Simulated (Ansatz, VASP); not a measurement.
# Two plane-wave programs on Ge

```
CELL_PARAMETERS angstrom
6.82299 0.00000 0.00000
0.00000 6.82299 0.00000
0.00000 0.00000 5.65044
ATOMIC_POSITIONS crystal
Ge 0.05254 0.76013 0.33525
Ge 0.94746 0.23987 0.33525
Ge 0.73987 0.55254 0.33525
Ge 0.26013 0.44746 0.33525
Ge 0.44746 0.26013 0.66475
Ge 0.55254 0.73987 0.66475
Ge 0.76013 0.05254 0.66475
Ge 0.23987 0.94746 0.66475
Ge 0.00000 0.00000 0.00000
Ge 0.50000 0.50000 0.00000
```

Alike in both runs: functional PBE; k mesh 6 × 6 × 6; occupations gaussian, width 0.01 eV; no spin polarisation.

Ansatz relaxed the structure, and its values are those at the end. VASP's run is a single point on that final structure, the one shown.

```csv
,VASP,Ansatz
version,VASP 6.6.1,Ansatz 0.2.0
potentials or method,"VASP PAW PBE potentials, release 64 (Ge_d), cutoff 520 eV","scalar-relativistic, plane waves, PAW"
valence electrons in the cell,140,140
```

|  | VASP | Ansatz | Ansatz less VASP |
| --- | --- | --- | --- |
| gap on the k mesh at the Fermi level (eV) | 0.05 | 0.05 | 0.000 |
| least direct gap on the mesh (eV) | 0.08 | 0.08 | 0.000 |
| pressure (GPa) | 0.0 | 0.0 | +0.03 |
